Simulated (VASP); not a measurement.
## C: single point with LDA

System: C, a slab with vacuum.

```xyz
2
Lattice="2.2000 0.0000 0.0000 -1.1000 1.9053 0.0000 0.0000 0.0000 28.0000" Properties=species:S:1:pos:R:3 pbc="T T T"
C     0.0000    1.2702   14.4285
C     1.1000    0.6351   13.5715
```

```json
{
  "Program": "VASP 6.6.1",
  "Task": "single point",
  "Functional": "LDA",
  "Potentials or basis": "VASP PAW LDA potentials, release 64 (C)",
  "Cutoff": "520 eV",
  "k mesh": "21 × 21 × 1",
  "Occupations": "gaussian, width 0.1 eV",
  "Spin": "no spin polarisation"
}
```

* Largest force: 6.691 eV/Å
* Band gap on the k mesh: zero (bands 4 and 5 overlap by 3.54 eV)

Forces in eV/Å, atoms in the order of the input:
```
C    0.000  0.000 -6.691
C    0.000  0.000  6.691
```

Levels at points of the mesh, in eV from the Fermi level:
```
           k point  band 1  band 2  band 3  band 4  band 5  band 6  band 7  band 8
(0.00, 0.00, 0.00)  -20.48   -8.90   -1.69    3.05    3.05    5.53    6.01    6.35
```

It took 98 s on 1 thread of Intel Xeon 8259CL, on a shared host, peak memory 0.2 GiB.
